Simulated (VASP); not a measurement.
Set up this calculation in VASP 6.6.1, as the native input.

```yaml
Task: single point
Functional: r2SCAN
Potentials_or_basis: VASP PAW PBE potentials, release 64 (C)
Cutoff: 520 eV
k_mesh: 12 × 12 × 12
Occupations: gaussian, width 0.05 eV
Spin: no spin polarisation
Dipole_correction: no
Further_INCAR_settings: ALGO = Normal; EDIFF = 1e-07; NBANDS = 11
```

Crystal: C.

```xyz
2
Lattice="-0.0853 1.7418 1.7418 1.7418 -0.0853 1.7418 1.7418 1.7418 -0.0853" Properties=species:S:1:pos:R:3 pbc="T T T"
C     1.6992    1.6992    1.6992
C     2.5488    2.5488    2.5488
```

This cell differs from its parent crystal: ratio of the length along [111] to the lengths across it x 0.93, volume and fractional coordinates fixed.

One way to write it, as run:

POSCAR

```
C
1.0
   -0.0852631213      1.7418037633      1.7418037633
    1.7418037633     -0.0852631213      1.7418037633
    1.7418037633      1.7418037633     -0.0852631213
C
2
Direct
    0.5000000000      0.5000000000      0.5000000000
    0.7500000000      0.7500000000      0.7500000000
```

INCAR.step1

```
SYSTEM = C
  ALGO = Normal
  EDIFF = 1E-4
  ENCUT = 520
  GGA = PE
  ISMEAR = 0
  LASPH = .TRUE.
  LCHARG = .FALSE.
  LREAL = .FALSE.
  LWAVE = .TRUE.
  NBANDS = 11
  NELM = 100
  PREC = Accurate
  SIGMA = 0.05
```

INCAR.step2

```
SYSTEM = C
  ALGO = Normal
  EDIFF = 1E-7
  ENCUT = 520
  ISIF = 2
  ISMEAR = 0
  ISTART = 1
  LASPH = .TRUE.
  LCHARG = .FALSE.
  LMIXTAU = .TRUE.
  LREAL = .FALSE.
  LWAVE = .FALSE.
  METAGGA = R2SCAN
  NBANDS = 11
  NELM = 100
  PREC = Accurate
  SIGMA = 0.05
```

KPOINTS

```
k-points
0
G
  12 12 12
  0 0 0
```

Potentials or basis: VASP PAW PBE potentials, release 64 (C).

Launch:

```console
$ cat potpaw_PBE.64/C/POTCAR > POTCAR
$ cp INCAR.step1 INCAR
$ mpirun -np 1 vasp_std > vasp.out
$ cp INCAR.step2 INCAR
$ mpirun -np 1 vasp_std > vasp.out
```

It gave:

The pressure is 1.8 GPa and the largest force is 0.528 eV/Å. The band gap on the k mesh is 3.98 eV, indirect (least direct gap 5.04 eV).

Caveat: the PAW data sets were made with another functional, which shifts forces and pressure a little.

Run time: 110 s on 1 thread of Intel Xeon 8259CL, on a shared host, peak memory 0.13 GiB.
